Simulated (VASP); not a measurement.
# Ga (P6/mmm) in VASP: further runs

Runs on Ga. Level: BLYP. Tasks: single point.

Program: VASP 6.6.1. These are calculated values, not measurements. Logs are shortened: lines on timing, memory, paths and dates and some standing lists are left out, and cuts for length are marked.

## 1. The cell of the first run

The structure is hexagonal, space group P6/mmm (No. 191). Conventional cell: a = 4.852 Å, b = 4.852 Å, c = 3.276 Å, α = 90.00°, β = 90.00°, γ = 120.00°. Within 4.3 Å of Ga (site symmetry 6/mmm) lie 14 Ga at 3.25 to 3.28 Å. Within 3.7 Å of Ga (site symmetry -6m2) lie 11 Ga at 2.80 to 3.28 Å.

This isn't the form of Ga at room conditions, which is orthorhombic.

## 2. Single point, BLYP (22.27 Å³/atom)

INCAR reads:

```
PREC = Accurate ; ENCUT = 520
EDIFF = 1E-7 ; ISMEAR = -1
SIGMA = 0.1 ; LREAL = False
LASPH = True ; NELM = 100
ALGO = Normal ; ISIF = 2
LWAVE = False ; LCHARG = False
GGA = B5 ; ALDAX = 1.0
AGGAX = 1.0 ; AGGAC = 1.0
ALDAC = 0.0 ; NBANDS = 26
```

KPOINTS reads:

```
regular mesh
0
Gamma
  9 9 11
```

POSCAR reads:

```
Ga
1.0
    4.8524796999      0.0000000000      0.0000000000
   -2.4262398500      4.2023706914      0.0000000000
    0.0000000000      0.0000000000      3.2757389348
Ga
3
Direct
    1.0000000000      1.0000000000      0.0000000000
    0.3333333333      0.6666666667      0.5000000000
    0.6666666667      0.3333333333      0.5000000000
```

Potentials or basis: VASP PAW PBE potentials, release 64 (Ga_d).

Run with:

```console
> cat potpaw_PBE.64/Ga_d/POTCAR > POTCAR
> mpirun -np 1 vasp_std > vasp.out
```

OUTCAR:

```text
PREC = Accurate
   ENCUT = 520
   EDIFF = 1E-7
   ISMEAR = -1
   LREAL = False
   LASPH = True
   NELM = 100
   ISIF = 2
   GGA = B5

 ion  position               nearest neighbor table
   1  0.000  0.000  0.000-
   2  0.333  0.667  0.500-   3 2.80   3 2.80   3 2.80
   3  0.667  0.333  0.500-   2 2.80   2 2.80   2 2.80

  LATTYP: Found a hexagonal cell.
 ALAT       =     4.8524796999
 C/A-ratio  =     0.6750649436

  Lattice vectors:

 A1 = (   4.8524796999,   0.0000000000,   0.0000000000)
 A2 = (  -2.4262398500,   4.2023706914,   0.0000000000)
 A3 = (   0.0000000000,   0.0000000000,   3.2757389348)

Analysis of symmetry for initial positions (statically):
=====================================================================
 Subroutine PRICEL returns:
 Original cell was already a primitive cell.

 Routine SETGRP: Setting up the symmetry group for a
 hexagonal supercell.

 Subroutine GETGRP returns: Found 24 space group operations
 (whereof 24 operations were pure point group operations)
 out of a pool of 24 trial point group operations.

The static configuration has the point symmetry D_6h.

Analysis of symmetry for dynamics (positions and initial velocities):
=====================================================================
 Subroutine PRICEL returns:
 Original cell was already a primitive cell.

 Routine SETGRP: Setting up the symmetry group for a
 hexagonal supercell.

 Subroutine GETGRP returns: Found 24 space group operations
 (whereof 24 operations were pure point group operations)
 out of a pool of 24 trial point group operations.

The dynamic configuration has the point symmetry D_6h.

 Subroutine INISYM returns: Found 24 space group operations
 (whereof 24 operations are pure point group operations),
 and found     1 'primitive' translations

----------------------------------------------------------------------------------------

                                     Primitive cell

  volume of cell :      66.7986

  direct lattice vectors                    reciprocal lattice vectors
     4.852479700  0.000000000  0.000000000     0.206080203  0.118980460  0.000000000
    -2.426239850  4.202370691  0.000000000     0.000000000  0.237960921  0.000000000
     0.000000000  0.000000000  3.275738935     0.000000000  0.000000000  0.305274633

  length of vectors
     4.852479700  4.852479700  3.275738935     0.237960921  0.237960921  0.305274633

  position of ions in fractional coordinates (direct lattice)
     0.000000000  0.000000000  0.000000000
     0.333333333  0.666666667  0.500000000
     0.666666667  0.333333333  0.500000000

  ion indices of the primitive-cell ions
   primitive index   ion index
                 1           1
                 2           2
                 3           3

----------------------------------------------------------------------------------------

 KPOINTS: regular mesh

Automatic generation of k-mesh.
 Grid dimensions read from file:
 generate k-points for:    9    9   11

 Generating k-lattice:

  Cartesian coordinates                     Fractional coordinates (reciprocal lattice)
     0.022897800  0.013220051  0.000000000     0.111111111  0.000000000  0.000000000
     0.000000000  0.026440102  0.000000000     0.000000000  0.111111111  0.000000000
     0.000000000  0.000000000  0.027752239     0.000000000  0.000000000  0.090909091

  Length of vectors
     0.026440102  0.026440102  0.027752239

  Shift w.r.t. Gamma in fractional coordinates (k-lattice)
     0.000000000  0.000000000  0.000000000

 Subroutine IBZKPT returns following result:
 ===========================================

 Found     72 irreducible k-points:

 Following reciprocal coordinates:
            Coordinates               Weight
  0.000000  0.000000  0.000000      1.000000
  0.111111 -0.000000  0.000000      6.000000
  0.222222 -0.000000  0.000000      6.000000
  0.333333 -0.000000  0.000000      6.000000
  0.444444 -0.000000  0.000000      6.000000
  0.111111  0.111111  0.000000      6.000000
[... 16 lines left out ...]
  0.333333  0.222222  0.090909     24.000000
  0.333333  0.333333  0.090909      4.000000
 [... further k-points ...]
   k-points           NKPTS =     72   k-points in BZ     NKDIM =     72   number of bands    NBANDS=     26
   number of dos      NEDOS =    301   number of ions     NIONS =      3
   total plane-waves  NPLWV =  31104
   dimension x,y,z NGX =    36 NGY =   36 NGZ =   24
   dimension x,y,z NGXF=    72 NGYF=   72 NGZF=   48
   ions per type =               3
   NGX,Y,Z   is equivalent  to a cutoff of  12.33, 12.33, 12.18 a.u.
   NGXF,Y,Z  is equivalent  to a cutoff of  24.67, 24.67, 24.36 a.u.
 SYSTEM =  unknown system
   PREC   = accura    normal or accurate (medium, high low for compatibility)
   ISTART =      0    job   : 0-new  1-cont  2-samecut
   ICHARG =      2    charge: 1-file 2-atom 10-const
   ISPIN  =      1    spin polarized calculation?
   LNONCOLLINEAR =      F non collinear calculations
   LSORBIT =      F    spin-orbit coupling
   LASPH  =      T    aspherical Exc in radial PAW
   ENCUT  =  520.0 eV  38.22 Ry    6.18 a.u.   9.02  9.02  6.09*2*pi/ulx,y,z
   NELM   =    100;   NELMIN=  2; NELMDL= -5     # of ELM steps
   EDIFF  = 0.1E-06   stopping-criterion for ELM
   LREAL  =      F    real-space projection
   EDIFFG = 0.1E-05   stopping-criterion for IOM
   NSW    =      0    number of steps for IOM
   IBRION =     -1    ionic relax: 0-MD 1-quasi-New 2-CG
   NFREE  =      0    steps in history (QN), initial steepest desc. (CG)
   ISIF   =      2    stress and relaxation
   ISYM   =      2    0-nonsym 1-usesym 2-fastsym
   POTIM  = 0.5000    time-step for ionic-motion
   TEBEG  =    0.0;   TEEND  =   0.0 temperature during run
   PSTRESS=    0.0 pullay stress
   NELECT =      39.0000    total number of electrons
   NUPDOWN=      -1.0000    fix difference up-down
   EMIN   =  10.00;   EMAX   =-10.00  energy-range for DOS
   EFERMI =   0.00;   METHOD = LEGACY
   ISMEAR =    -1;   SIGMA  =   0.10  broadening in eV -4-tet -1-fermi 0-gaus
   EFERMI_NEDOS =   21; number of points for ismear=-14 and -15
   IALGO  =     38    algorithm
   IMIX   =      4    mixing-type and parameters
     AMIX     =   0.40;   BMIX     =  1.00
     AMIX_MAG =   1.60;   BMIX_MAG =  1.00
  volume/ion in A,a.u.               =      22.27       150.26
  Fermi-wavevector in a.u.,A,eV,Ry     =   1.368277  2.585668 25.472568  1.872181
  Thomas-Fermi vector in A             =   2.494255
   LORBIT       =      0    0 simple, 1 ext, 2 COOP (PROOUT), +10 PAW based schemes
   GGA     = B5    functional components
   LHFCALC =     F    Hartree Fock is set to
   AEXX    =    0.0000 exact exchange contribution
   IVDW    =     0    specifies the selected vdW correction
   LEPSILON=     F    determine dielectric tensor
   LRPA    =     F    only Hartree local field effects (RPA)
 non-spin polarized calculation
  energy-cutoff  :      520.00
  volume of cell :       66.80
 maximum number of plane-waves:      1824
   NGX = 19   NGY = 19   NGZ = 13

 number of electron      39.0000008 magnetization

 Free energy of the ion-electron system (eV)
  ---------------------------------------------------
  ext. energy  EPLUGINS =         0.00000000
  ---------------------------------------------------
  free energy    TOTEN  =        -6.34551057 eV

  energy without entropy =       -6.29702267  energy(sigma->0) =       -6.32126662

 E-fermi :   4.6010     XC(G=0):  -9.6393

 val. band max:        4.5744995605   @ k =   0.3333   0.2222   0.1818
 cond. band min:       4.6200726851   @ k =   0.0000   0.0000   0.3636
 fundamental gap:      0.0455731247
 Fermi energy:         4.6010473895

 k-point     1 :       0.0000    0.0000    0.0000
  band No.  band energies     occupation
      1     -10.4459      2.00000
      2     -10.3253      2.00000
      3     -10.3253      2.00000
      4     -10.3084      2.00000
      5     -10.3065      2.00000
      6     -10.3065      2.00000
[... 18 lines left out ...]
     25      13.8260      0.00000
     26      13.8687      0.00000

 k-point     2 :       0.1111   -0.0000    0.0000
  band No.  band energies     occupation
      1     -10.4424      2.00000
      2     -10.3418      2.00000
      3     -10.3386      2.00000
      4     -10.3186      2.00000
      5     -10.3155      2.00000
      6     -10.3114      2.00000
[... 18 lines left out ...]
     25      13.5368      0.00000
     26      13.6469      0.00000

 k-point     3 :       0.2222   -0.0000    0.0000
  band No.  band energies     occupation
      1     -10.4332      2.00000
      2     -10.3726      2.00000
      3     -10.3625      2.00000
      4     -10.3338      2.00000
      5     -10.3202      2.00000
      6     -10.3194      2.00000
[... 18 lines left out ...]
     25      12.6967      0.00000
     26      13.2390      0.00000

 k-point     4 :       0.3333   -0.0000    0.0000
  band No.  band energies     occupation
      1     -10.4244      2.00000
      2     -10.3968      2.00000
      3     -10.3818      2.00000
      4     -10.3452      2.00000
      5     -10.3303      2.00000
      6     -10.3134      2.00000
[... 18 lines left out ...]
     25      11.6427      0.00000
     26      12.8034      0.00000

 k-point     5 :       0.4444   -0.0000    0.0000
  band No.  band energies     occupation
      1     -10.4274      2.00000
      2     -10.3999      2.00000
      3     -10.3920      2.00000
      4     -10.3512      2.00000
      5     -10.3390      2.00000
      6     -10.3057      2.00000
[... 18 lines left out ...]
     25      11.2018      0.00000
     26      11.2602      0.00000

 k-point     6 :       0.1111    0.1111    0.0000
  band No.  band energies     occupation
      1     -10.4360      2.00000
      2     -10.3627      2.00000
      3     -10.3587      2.00000
      4     -10.3265      2.00000
      5     -10.3239      2.00000
      6     -10.3142      2.00000
[... 427 lines left out ...]
 k-point    21 :       0.4444    0.1111    0.0909
  band No.  band energies     occupation
      1     -10.4284      2.00000
      2     -10.3957      2.00000
      3     -10.3941      2.00000
      4     -10.3487      2.00000
      5     -10.3306      2.00000
      6     -10.3035      2.00000
[... 18 lines left out ...]
     25      11.4771      0.00000
     26      11.5802      0.00000

 k-point    22 :       0.2222    0.2222    0.0909
  band No.  band energies     occupation
      1     -10.4240      2.00000
      2     -10.3984      2.00000
      3     -10.3882      2.00000
      4     -10.3392      2.00000
      5     -10.3295      2.00000
      6     -10.3123      2.00000
[... 18 lines left out ...]
     25      11.0109      0.00000
     26      11.1322      0.00000

 k-point    23 :       0.3333    0.2222    0.0909
  band No.  band energies     occupation
      1     -10.4323      2.00000
      2     -10.3962      2.00000
      3     -10.3938      2.00000
      4     -10.3386      2.00000
      5     -10.3237      2.00000
      6     -10.3085      2.00000
[... 18 lines left out ...]
     25      11.6670      0.00000
     26      12.1296      0.00000

 k-point    24 :       0.3333    0.3333    0.0909
  band No.  band energies     occupation
      1     -10.4365      2.00000
      2     -10.3951      2.00000
      3     -10.3951      2.00000
      4     -10.3320      2.00000
      5     -10.3090      2.00000
      6     -10.3090      2.00000
[... 18 lines left out ...]
     25      12.4471      0.00000
     26      12.4471      0.00000

 [... further k-points ...]

------------------------ aborting loop because EDIFF is reached ----------------------------------------

  FORCE on cell =-STRESS in cart. coord.  units (eV):
  Direction    XX          YY          ZZ          XY          YZ          ZX
  --------------------------------------------------------------------------------------
  -------------------------------------------------------------------------------------
  Total        0.1241450      0.1241450     -0.0468782     -0.0000000      0.0000000      0.0000000
  in kB        2.9776415      2.9776415     -1.1243834     -0.0000000      0.0000000      0.0000000
  external PRESSURE =       1.6102998 kB  Pullay stress =       0.0000000 kB

 VOLUME and BASIS-vectors are now :
 -----------------------------------------------------------------------------
  energy-cutoff  :      520.00
  volume of cell :       66.80
      direct lattice vectors                 reciprocal lattice vectors
     4.852479700  0.000000000  0.000000000     0.206080203  0.118980460  0.000000000
    -2.426239850  4.202370691  0.000000000     0.000000000  0.237960921  0.000000000
     0.000000000  0.000000000  3.275738935     0.000000000  0.000000000  0.305274633

 POSITION                                       TOTAL-FORCE (eV/Angst)
 -----------------------------------------------------------------------------------
      0.00000      0.00000      0.00000         0.000000      0.000000     -0.000000
     -0.00000      2.80158      1.63787         0.000000      0.000000      0.000000
      2.42624      1.40079      1.63787        -0.000000     -0.000000     -0.000000
 -----------------------------------------------------------------------------------
    total drift:                                0.000000      0.000000     -0.000000

  FREE ENERGIE OF THE ION-ELECTRON SYSTEM (eV)
  ---------------------------------------------------
  free  energy   TOTEN  =        -6.3455105745 eV

  energy  without entropy=       -6.2970226722  energy(sigma->0) =       -6.32126662
```

It took 2.9 min on 1 thread of Intel Xeon 8259CL, shared host; peak memory 0.24 GiB.

What came out:

- Free energy: -6.3455 eV
- Pressure: 0.2 GPa
- Band gap on the k mesh: zero (an odd number of electrons rules out a gap without spin polarisation)

Caveat: the PAW data sets were made with another functional, which shifts forces and pressure a little.

(Continued in part 2 of 2.)
